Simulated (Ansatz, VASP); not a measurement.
## Two plane-wave programs on Au

```
Au
1.0
     1.49506    0.86317    4.42300
    -1.49506    0.86317    4.42300
     0.00000   -1.72634    4.42300
Au
2
Direct
  0.25000 0.25000 0.25000
  0.75000 0.75000 0.75000
```

Alike in both runs: functional PBEsol; k mesh 6 × 6 × 6; occupations gaussian, width 0.1 eV; no spin polarisation.

Ansatz relaxed the structure, and its values are those at the end. VASP's run is a single point on that final structure, the one shown.

```csv
,VASP,Ansatz
version,VASP 6.6.1,Ansatz 0.2.0
potentials or method,"VASP PAW PBE potentials, release 64 (Au), cutoff 500 eV","scalar-relativistic, plane waves, PAW"
valence electrons in the cell,22,38
```

Ansatz gave:

| Item | Value |
| --- | --- |
| gap on the k mesh at the Fermi level (eV) | none |
| pressure (GPa) | 0.3 |

Question: Which values does VASP return?

Answer: gap on the k mesh at the Fermi level (eV): none; pressure (GPa): 0.0.

VASP's potentials were made for PBE, not for PBEsol. A gap of «none» marks a metal or a gap that the smearing closes. The functional is the same, so the differences come from potentials, cutoffs and numerics. VASP's potentials hold 22 valence electrons a cell and Ansatz's 38, so a difference there can come from the potentials and not from the codes.

The k mesh is coarse, so the values compare programs but aren't converged. Neither program's run includes spin-orbit coupling.
